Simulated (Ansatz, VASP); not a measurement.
## GaIr in VASP and in Ansatz

```
Ga Ir
1.0
     3.01398    0.00000    0.00000
     0.00000    3.01398    0.00000
     0.00000    0.00000    3.01398
Ga Ir
1 1
Direct
  0.00000 0.00000 0.00000
  0.50000 0.50000 0.50000
```

Change from the starting cell: volume scaled by 1.01.

Alike in both runs: task single point; functional PBEsol; k mesh 12 × 12 × 12; occupations fermi-dirac, width 0.05 eV; no spin polarisation.

|  | VASP | Ansatz |
| --- | --- | --- |
| version | VASP 6.6.1 | Ansatz 0.2.0 |
| potentials or method | VASP PAW PBE potentials, release 64 (Ga_d, Ir), cutoff 520 eV | all-electron LAPW, scalar-relativistic |

```tsv
	VASP	Ansatz	Ansatz less VASP
pressure (GPa)	2.0	1.5	-0.53
```

VASP's potentials were made for PBE, not for PBEsol. Ansatz ran all-electron here, and VASP with PAW potentials.

Spin-orbit coupling is off throughout.
